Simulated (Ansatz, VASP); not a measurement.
# WS2 in VASP and in Ansatz

```
CELL_PARAMETERS angstrom
3.15989 0.00000 0.00000
-1.57994 2.73654 0.00000
0.00000 0.00000 16.93985
ATOMIC_POSITIONS crystal
W 0.33333 0.66667 0.00000
S 0.66667 0.33333 0.91039
S 0.66667 0.33333 0.08961
```

Change from the starting cell: mode 8 frozen in at +0.058 Å, equal normal strain along x, y and z +0.0000.

Alike in both runs: task single point; functional PBE; dispersion D3(BJ); k mesh 12 × 12 × 2; occupations gaussian, width 0.05 eV; no spin polarisation.

|  | VASP | Ansatz |
| --- | --- | --- |
| version | VASP 6.6.1 | Ansatz 0.2.0 |
| potentials or method | VASP PAW PBE potentials, release 64 (W_sv, S), cutoff 520 eV | scalar-relativistic, plane waves, PAW |
| valence electrons in the cell | 26 | 26 |

|  | VASP | Ansatz | Ansatz less VASP |
| --- | --- | --- | --- |
| gap on the k mesh at the Fermi level (eV) | 1.63 | 1.61 | -0.015 |
| least direct gap on the mesh (eV) | 1.77 | 1.77 | -0.003 |
| rms of the force components (eV/Å) | 0.587 | 0.586 | -0.0005 |

Atom by atom the forces differ by 0.000 eV/Å (rms over components). Ansatz's warnings: xc potential rough in thin density.

Neither program's run includes spin-orbit coupling.
